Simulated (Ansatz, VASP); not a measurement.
Se in VASP and in Ansatz

INCAR

```
SYSTEM = Se
PREC = Accurate
ENCUT = 520
EDIFF = 1E-6
ISMEAR = -1
SIGMA = 0.03
LREAL = .FALSE.
LASPH = .TRUE.
NELM = 60
ALGO = Normal
ISIF = 2
LWAVE = .FALSE.
LCHARG = .FALSE.
GGA = CA
NBANDS = 16
```

The input KPOINTS:

```
Automatic mesh
0
G
  6 6 5
  0 0 0
```

Contents of POSCAR:

```
Se
1.0
    4.4236565372      0.0000000000      0.0000000000
   -2.2118282686      3.8309989389      0.0000000000
    0.0000000000      0.0000000000      5.0187864228
Se
3
Direct
    0.2254000000      0.0000000000      0.3333333333
    0.0000000000      0.2254000000      0.6666666667
    0.7746000000      0.7746000000      0.0000000000
```

Input for Ansatz:

```yaml
crystal:
  lattice:
    - [4.4236565372, 0.0, 0.0]
    - [-2.2118282686, 3.8309989389, 0.0]
    - [0.0, 0.0, 5.0187864228]
  atoms:
    - { symbol: Se, position: [0.2254, 0.0, 0.3333333333] }
    - { symbol: Se, position: [0.0, 0.2254, 0.6666666667] }
    - { symbol: Se, position: [0.7746, 0.7746, 0.0] }
kpoints:
  mp_grid: { grid: [6, 6, 5] }
  band_path:
    path:
      - [0.0, 0.0, 0.0]
      - [0.5, 0.0, 0.0]
      - [0.3333333333, 0.3333333333, 0.0]
      - [0.0, 0.0, 0.0]
      - [0.0, 0.0, 0.5]
      - [0.5, 0.0, 0.5]
      - [0.3333333333, 0.3333333333, 0.5]
      - [0.0, 0.0, 0.5]
      - [0.5, 0.0, 0.5]
    npoints: 5
scf:
  occupations: { method: fermi_dirac, width: 0.03 }
hamiltonian:
  xc: lda
  pseudopotentials: { kind: all_electron, lapw: { basis_error: 0.0005 } }
output:
  forces: true
  stress: true
  eigenvalues: true
```

Change from the starting cell: volume scaled by 1.04.

Alike in both runs: task single point; functional LDA; k mesh 6 × 6 × 5; occupations fermi-dirac, width 0.03 eV; no spin polarisation.

|  | VASP | Ansatz |
| --- | --- | --- |
| version | VASP 6.6.1 | Ansatz 0.2.0 |
| potentials or method | VASP PAW LDA potentials, release 64 (Se), cutoff 520 eV | all-electron LAPW, scalar-relativistic |

VASP gave:

| Quantity | Value |
| --- | --- |
| gap on the k mesh at the Fermi level (eV) | 1.20 |
| pressure (GPa) | -3.1 |
| traceless stress, the component that is largest in VASP (GPa) | 0.14 |
| rms of the force components (eV/Å) | 0.071 |

Question: What did Ansatz give for the same quantities?

Answer: gap on the k mesh at the Fermi level (eV): 1.21; pressure (GPa): -3.2; traceless stress, the component that is largest in VASP (GPa): 0.07; rms of the force components (eV/Å): 0.097.

LDA's correlation is that of Perdew and Zunger in VASP and of Perdew and Wang (1992) in Ansatz. Atom by atom the forces differ by 0.025 eV/Å (rms over components). Ansatz ran all-electron here, and VASP with PAW potentials.
